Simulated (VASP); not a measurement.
Runs of VASP 6.6.1 on Mo. The structure is cubic, space group Im-3m (No. 229). The conventional cell has a = 3.168 Å, b = 3.168 Å, c = 3.168 Å, α = 90.00°, β = 90.00°, γ = 90.00°. Mo (site symmetry m-3m) has 14 Mo at 2.74 to 3.17 Å within 3.6 Å. 

```csv
level,potentials or basis,spin,cutoff (eV),gap on the mesh (eV),pressure (GPa)
r2SCAN,"VASP PAW PBE potentials, release 64 (Mo_sv)",off,550,none,-3.2
PBE,"VASP PAW PBE potentials, release 64 (Mo_sv)",off,500,none,(a)
LDA,"VASP PAW LDA potentials, release 64 (Mo_sv)",off,500,none,-13.1
PBE,"VASP PAW PBE potentials, release 64 (Mo_sv)","non-collinear, zero start, SOC",500,-,-1.1
```

Alike in all rows: cell as given; k mesh 10 × 10 × 10; smearing fermi-dirac 0.1 eV.

**Question.** Fill in the values left out.

**Answer.** (a) -1.2.

Caveats: the cell stands under tension (at least some runs); the PAW data sets were made with another functional, which shifts forces and pressure a little (at least some runs).

A k mesh can miss the band edges, and rows without SOC leave out spin-orbit coupling on Mo.

A gap of «none» marks levels without a gap at the run's occupations.
